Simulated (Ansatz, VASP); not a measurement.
B2C3: VASP beside Ansatz

```
CELL_PARAMETERS angstrom
2.60284 0.00001 0.00001
-1.30141 2.25412 0.00000
0.00003 0.00000 10.46108
ATOMIC_POSITIONS crystal
B 0.66665 0.33332 0.42625
B 0.66668 0.33337 0.92625
B 0.33332 0.66667 0.07375
B 0.33332 0.66665 0.57374
C 0.66667 0.33333 0.27443
C 0.66667 0.33333 0.77443
C 0.33334 0.66666 0.22557
C 0.33334 0.66667 0.72557
C 0.00001 0.00001 0.50000
C 0.00000 0.99999 0.00000
```

Change from the starting cell: cell x2, atoms moved at random (sigma 0.1 Å) and cell strained at random (1.5 %), then relaxed without symmetry.

Alike in both runs: functional PBE; k mesh 12 × 12 × 2; occupations gaussian, width 0.2 eV; no spin polarisation.

Ansatz relaxed the structure, and its values are those at the end. VASP's run is a single point on that final structure, the one shown.

```csv
,VASP,Ansatz
version,VASP 6.6.1,Ansatz 0.2.0
potentials or method,"VASP PAW PBE potentials, release 64 (B, C), cutoff 520 eV","scalar-relativistic, plane waves, PAW"
valence electrons in the cell,36,36
```

VASP gave:

| Quantity | Value |
| --- | --- |
| pressure (GPa) | 0.2 |
| rms of the force components (eV/Å) | 0.004 |

Task: Estimate Ansatz's values.

Result: Pressure (GPa): 0.0; rms of the force components (eV/Å): 0.000.
